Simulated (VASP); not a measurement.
P: single point with PBEsol

The system is P, a slab with vacuum.

```
P
1.0
     3.11954    0.00000    0.00000
     0.00000   33.11418    0.00000
     0.00000    0.00000    4.51628
P
4
Direct
  0.00000 0.97026 0.59215
  0.00000 0.02974 0.40785
  0.50000 0.02974 0.09215
  0.50000 0.97026 0.90785
```

This cell differs from its parent crystal: strain -0.050 along x and y, -0.025 along z.

```
Program                : VASP 6.6.1
Task                   : single point
Functional             : PBEsol
Potentials or basis    : VASP PAW PBE potentials, release 64 (P)
Cutoff                 : 520 eV
k mesh                 : 8 × 1 × 6
Occupations            : gaussian, width 0.05 eV
Spin                   : no spin polarisation
Dipole correction      : no
Further INCAR settings : ALGO = Normal; EDIFF = 1e-06; NBANDS = 18
```

The largest force is 1.470 eV/Å and the band gap on the k mesh is 0.88 eV (least direct gap 0.97 eV).

Forces on the atoms (eV/Å):
```
P    0.000 -1.208 -0.837
P    0.000  1.208  0.837
P    0.000  1.208 -0.837
P    0.000 -1.208  0.837
```

Levels at points of the mesh, in eV from the valence-band top:
```tsv
k point	band 6	band 7	band 8	band 9	band 10	band 11	band 12	band 13	band 14	band 15
(0.00, 0.00, 0.00)	-4.51	-3.53	-1.97	-1.68	-0.10	0.88	1.70	3.22	3.61	4.21
(0.50, 0.00, 0.00)	-5.76	-3.04	-3.04	-2.19	-2.19	1.07	1.07	2.10	2.10	4.11
(0.00, 0.00, 0.50)	-3.23	-2.65	-2.65	-1.65	-1.65	2.52	2.52	3.94	3.94	4.16
(0.50, 0.00, 0.50)	-5.63	-4.91	-4.91	-1.08	-1.08	2.40	2.40	3.66	3.66	4.97
```

Wall time 2.9 min on 1 thread of Intel(R) Xeon(R) Platinum 8259CL CPU @ 2.50GHz (Skylake/Cascade Lake), with other jobs on the host, peak memory 0.55 GiB.

Caveat: the cell differs from its parent crystal (strain -0.050 along x and y, -0.025 along z); there is no dipole correction, which matters where the two faces differ; the PAW data sets were made with another functional, which shifts forces and pressure a little.
